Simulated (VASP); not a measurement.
# B: relaxation of cell and atoms with PBE

B:

```xyz
3
Lattice="0.0000 2.1344 2.1344 2.1344 0.0000 2.1344 2.1344 2.1344 0.0000" Properties=species:S:1:pos:R:3 pbc="T T T"
B     1.0672    1.0672    1.0672
B     3.2017    3.2017    3.2017
B     0.0000    0.0000    0.0000
```

The cell was built from a structure type or drawn by symmetry, and may not be a known phase.

- Program: VASP 6.6.1
- Task: relaxation of cell and atoms
- Functional: PBE
- Potentials or basis: VASP PAW PBE potentials, release 64 (B)
- Cutoff: 600 eV
- k mesh: 18 × 18 × 18
- Occupations: gaussian, width 0.1 eV
- Spin: no spin polarisation
- Dipole correction: no
- Further INCAR settings: ALGO = Normal; EDIFF = 1e-07; IBRION = 2; EDIFFG = -0.01; NSW = 100; ISIF = 3

The relaxed volume is 6.52 Å³/atom and the relaxed cell is a = 3.025 Å, b = 3.025 Å, c = 3.025 Å, α = 60.00°, β = 60.00°, γ = 60.00°. The space group after relaxing (to 0.1 Å) is Fm-3m (No. 225) and the energy gained by relaxing is 0.2 meV/atom. The ionic steps are 3. The pressure after relaxing is 0.0 GPa. The band gap on the k mesh is zero (an odd number of electrons rules out a gap without spin polarisation).

The path:
```
step  energy change (eV)  largest force (eV/Å)  pressure (GPa)  volume (Å³)
   1              0.0000                0.0000            1.47        19.45
   2             -0.0004                0.0000           -0.61        19.62
   3             -0.0005                0.0000            0.01        19.57
```

Final structure:
```yaml
crystal:
  lattice:
    - [0.00000, 2.13872, 2.13872]
    - [2.13872, 0.00000, 2.13872]
    - [2.13872, 2.13872, 0.00000]
  atoms:
    - { symbol: B, position: [0.25000, 0.25000, 0.25000] }
    - { symbol: B, position: [0.75000, 0.75000, 0.75000] }
    - { symbol: B, position: [0.00000, 0.00000, 0.00000] }
```

Levels at points of the mesh, in eV from the Fermi level:
| k point | band 1 | band 2 | band 3 | band 4 | band 5 | band 6 | band 7 | band 8 |
| --- | --- | --- | --- | --- | --- | --- | --- | --- |
| (0.00, 0.00, 0.00) | -18.19 | -1.32 | -1.32 | -1.32 | -0.26 | -0.26 | -0.26 | 6.50 |
| (0.50, 0.00, 0.00) | -13.73 | -13.01 | -3.75 | -3.75 | 0.10 | 0.10 | 3.31 | 6.09 |
| (0.50, 0.50, 0.00) | -11.92 | -11.72 | -7.62 | -7.62 | -2.61 | 0.82 | 9.12 | 9.12 |

It took 61 s on 1 thread of Intel Xeon 8259CL (shared host), peak memory 0.16 GiB.
